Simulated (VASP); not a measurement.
# Na3Zn2N (P6/mmm) in VASP: notebook

The runs below take Na3Zn2N through single point, relaxation of cell and atoms, with PBE.

Everything below comes from runs of VASP 6.6.1. Logs are shortened: lines on timing, memory, paths and dates and some standing lists are left out, and cuts for length are marked.

## Step 1: The cell of the first run

The structure is hexagonal, space group P6/mmm (No. 191). The conventional cell has a = 4.544 Å, b = 4.544 Å, c = 9.551 Å, α = 90.00°, β = 90.00°, γ = 120.00°. Na (site symmetry 6/mmm) has 2 Zn at 2.84 Å within 3.7 Å. Na (site symmetry -6m2) has 3 Na at 2.62 Å and 3 N at 2.62 Å and 6 Zn at 3.26 Å within 3.5 Å. Zn (site symmetry 6mm) has 1 N at 1.93 Å within 2.6 Å. N (site symmetry 6/mmm) has 2 Zn at 1.93 Å and 6 Na at 2.62 Å within 2.7 Å.

The cell was generated, and may not be a known phase.

## Step 2: Single point, PBE

Contents of INCAR:

```
PREC = Accurate
ENCUT = 520
EDIFF = 1E-7
ISMEAR = 0
SIGMA = 0.1
LREAL = False
LASPH = True
NELM = 80
ALGO = Fast
ISIF = 2
LWAVE = False
LCHARG = False
GGA = PE
NBANDS = 34
```

Contents of KPOINTS:

```
Automatic mesh
0
Gamma
  6 6 4
```

Contents of POSCAR:

```
Na3Zn2N
1.0
    4.5438854263      0.0000000000      0.0000000000
   -2.2719427131      3.9351202110      0.0000000000
    0.0000000000      0.0000000000      9.5507604766
Na Zn N
3 2 1
Direct
    0.0000000000      0.0000000000      0.5000000000
    0.3333333333      0.6666666667      0.0000000000
    0.6666666667      0.3333333333      0.0000000000
    0.0000000000      0.0000000000      0.7976540803
    0.0000000000      0.0000000000      0.2023459197
    0.0000000000      0.0000000000      0.0000000000
```

Potentials or basis: VASP PAW PBE potentials, release 64 (Na_pv, Zn, N).

The run is started by

```sh
$ cat potpaw_PBE.64/Na_pv/POTCAR potpaw_PBE.64/Zn/POTCAR potpaw_PBE.64/N/POTCAR > POTCAR
$ mpirun -np 1 vasp_std > vasp.out
```

OUTCAR:

```text
PREC = Accurate
   ENCUT = 520
   EDIFF = 1E-7
   ISMEAR = 0
   LREAL = False
   LASPH = True
   NELM = 80
   ISIF = 2
   GGA = PE

 ion  position               nearest neighbor table
   1  0.000  0.000  0.500-   4 2.84   5 2.84
   2  0.333  0.667  0.000-   3 2.62   3 2.62   3 2.62
   3  0.667  0.333  0.000-   2 2.62   2 2.62   2 2.62
   4  0.000  0.000  0.798-   6 1.93   1 2.84
   5  0.000  0.000  0.202-   6 1.93   1 2.84
   6  0.000  0.000  0.000-   4 1.93   5 1.93

  LATTYP: Found a hexagonal cell.
 ALAT       =     4.5438854263
 C/A-ratio  =     2.1018928913

  Lattice vectors:

 A1 = (   4.5438854263,   0.0000000000,   0.0000000000)
 A2 = (  -2.2719427131,   3.9351202110,   0.0000000000)
 A3 = (   0.0000000000,   0.0000000000,   9.5507604766)

Analysis of symmetry for initial positions (statically):
=====================================================================
 Subroutine PRICEL returns:
 Original cell was already a primitive cell.

 Routine SETGRP: Setting up the symmetry group for a
 hexagonal supercell.

 Subroutine GETGRP returns: Found 24 space group operations
 (whereof 24 operations were pure point group operations)
 out of a pool of 24 trial point group operations.

The static configuration has the point symmetry D_6h.

Analysis of symmetry for dynamics (positions and initial velocities):
=====================================================================
 Subroutine PRICEL returns:
 Original cell was already a primitive cell.

 Routine SETGRP: Setting up the symmetry group for a
 hexagonal supercell.

 Subroutine GETGRP returns: Found 24 space group operations
 (whereof 24 operations were pure point group operations)
 out of a pool of 24 trial point group operations.

The dynamic configuration has the point symmetry D_6h.

 Subroutine INISYM returns: Found 24 space group operations
 (whereof 24 operations are pure point group operations),
 and found     1 'primitive' translations

----------------------------------------------------------------------------------------

                                     Primitive cell

  volume of cell :     170.7746

  direct lattice vectors                    reciprocal lattice vectors
     4.543885426  0.000000000  0.000000000     0.220075972  0.127060921  0.000000000
    -2.271942713  3.935120211  0.000000000     0.000000000  0.254121843  0.000000000
[... 90 lines left out ...]
   LREAL  =      F    real-space projection
   EDIFFG = 0.1E-05   stopping-criterion for IOM
   NSW    =      0    number of steps for IOM
   IBRION =     -1    ionic relax: 0-MD 1-quasi-New 2-CG
   NFREE  =      0    steps in history (QN), initial steepest desc. (CG)
   ISIF   =      2    stress and relaxation
   ISYM   =      2    0-nonsym 1-usesym 2-fastsym
   POTIM  = 0.5000    time-step for ionic-motion
   TEBEG  =    0.0;   TEEND  =   0.0 temperature during run
   PSTRESS=    0.0 pullay stress
   NELECT =      50.0000    total number of electrons
   NUPDOWN=      -1.0000    fix difference up-down
   EMIN   =  10.00;   EMAX   =-10.00  energy-range for DOS
   EFERMI =   0.00;   METHOD = LEGACY
   ISMEAR =     0;   SIGMA  =   0.10  broadening in eV -4-tet -1-fermi 0-gaus
   EFERMI_NEDOS =   21; number of points for ismear=-14 and -15
   IALGO  =     68    algorithm
   IMIX   =      4    mixing-type and parameters
     AMIX     =   0.40;   BMIX     =  1.00
     AMIX_MAG =   1.60;   BMIX_MAG =  1.00
  volume/ion in A,a.u.               =      28.46       192.07
  Fermi-wavevector in a.u.,A,eV,Ry     =   1.087069  2.054262 16.078259  1.181719
  Thomas-Fermi vector in A             =   2.223220
   LORBIT       =      0    0 simple, 1 ext, 2 COOP (PROOUT), +10 PAW based schemes
   GGA     = PE    functional components
   LHFCALC =     F    Hartree Fock is set to
   AEXX    =    0.0000 exact exchange contribution
   IVDW    =     0    specifies the selected vdW correction
   LEPSILON=     F    determine dielectric tensor
   LRPA    =     F    only Hartree local field effects (RPA)
 non-spin polarized calculation
 RMM-DIIS sequential band-by-band and
 Gauss-broadening in eV      SIGMA  =   0.10
  energy-cutoff  :      520.00
  volume of cell :      170.77
 maximum number of plane-waves:      4650
 NGX is ok and might be reduce to    36
   NGX = 17   NGY = 17   NGZ = 35

 number of electron      49.9999997 magnetization

 Free energy of the ion-electron system (eV)
  ---------------------------------------------------
  ext. energy  EPLUGINS =         0.00000000
  ---------------------------------------------------
  free energy    TOTEN  =       -13.12542319 eV

  energy without entropy =      -13.11965161  energy(sigma->0) =      -13.12253740

 E-fermi :   0.2727     XC(G=0):  -7.0887

 val. band max:        0.2486419186   @ k =   0.3333   0.3333   0.2500
 cond. band min:       0.2729799761   @ k =   0.5000   0.0000   0.2500
 fundamental gap:      0.0243380575
 Fermi energy:         0.2727396700

 k-point     1 :       0.0000    0.0000    0.0000
  band No.  band energies     occupation
      1     -25.0166      2.00000
      2     -25.0166      2.00000
      3     -24.9297      2.00000
      4     -24.8437      2.00000
      5     -24.7457      2.00000
      6     -24.7457      2.00000
[... 766 lines left out ...]
     33       5.3957      0.00000
     34       5.7802      0.00000

------------------------ aborting loop because EDIFF is reached ----------------------------------------

  FORCE on cell =-STRESS in cart. coord.  units (eV):
  Direction    XX          YY          ZZ          XY          YZ          ZX
  --------------------------------------------------------------------------------------
  -------------------------------------------------------------------------------------
  Total        0.1654233      0.1654233      0.6834257      0.0000000      0.0000000      0.0000000
  in kB        1.5519722      1.5519722      6.4117793      0.0000000      0.0000000      0.0000000
  external PRESSURE =       3.1719079 kB  Pullay stress =       0.0000000 kB

 VOLUME and BASIS-vectors are now :
 -----------------------------------------------------------------------------
  energy-cutoff  :      520.00
  volume of cell :      170.77
      direct lattice vectors                 reciprocal lattice vectors
     4.543885426  0.000000000  0.000000000     0.220075972  0.127060921  0.000000000
    -2.271942713  3.935120211  0.000000000     0.000000000  0.254121843  0.000000000
     0.000000000  0.000000000  9.550760477     0.000000000  0.000000000  0.104703704

 POSITION                                       TOTAL-FORCE (eV/Angst)
 -----------------------------------------------------------------------------------
      0.00000      0.00000      4.77538        -0.000000     -0.000000      0.000000
     -0.00000      2.62341      0.00000         0.000000     -0.000000      0.000000
      2.27194      1.31171      0.00000        -0.000000      0.000000     -0.000000
      0.00000      0.00000      7.61820        -0.000000      0.000000     -0.088034
      0.00000      0.00000      1.93256         0.000000     -0.000000      0.088034
      0.00000      0.00000      0.00000        -0.000000     -0.000000      0.000000
 -----------------------------------------------------------------------------------
    total drift:                               -0.000000      0.000000      0.000000

  FREE ENERGIE OF THE ION-ELECTRON SYSTEM (eV)
  ---------------------------------------------------
  free  energy   TOTEN  =       -13.1254231943 eV

  energy  without entropy=      -13.1196516112  energy(sigma->0) =      -13.12253740
```

stdout:

```text
POSCAR found type information on POSCAR NaZnN
 POSCAR found :  3 types and       6 ions
 scaLAPACK will be used
 LDA part: xc-table for (Slater+PW92), standard interpolation
 POSCAR, INCAR and KPOINTS ok, starting setup
 FFT: planning ... GRIDC
 FFT: planning ... GRID_SOFT
 FFT: planning ... GRID
 WAVECAR not read
 entering main loop
```

Run time: 3.5 min. Hardware: 1 thread of Oxide Virtual Turin-like, shared host; peak memory 0.31 GiB.

Results:

```yaml
Free_energy: -13.1254 eV
Pressure: 0.3 GPa
Largest_force: 0.088 eV/Å
Band_gap_on_the_k_mesh: zero (bands 25 and 26 overlap by 0.34 eV)
```

Forces on the atoms (eV/Å):
```
Na   0.000  0.000  0.000
Na   0.000  0.000  0.000
Na   0.000  0.000  0.000
Zn   0.000  0.000 -0.088
Zn   0.000  0.000  0.088
N    0.000  0.000  0.000
```

(Part 1 of 2 ends here.)

The gap in the log of VASP goes by the Fermi energy; the results here count the filled bands.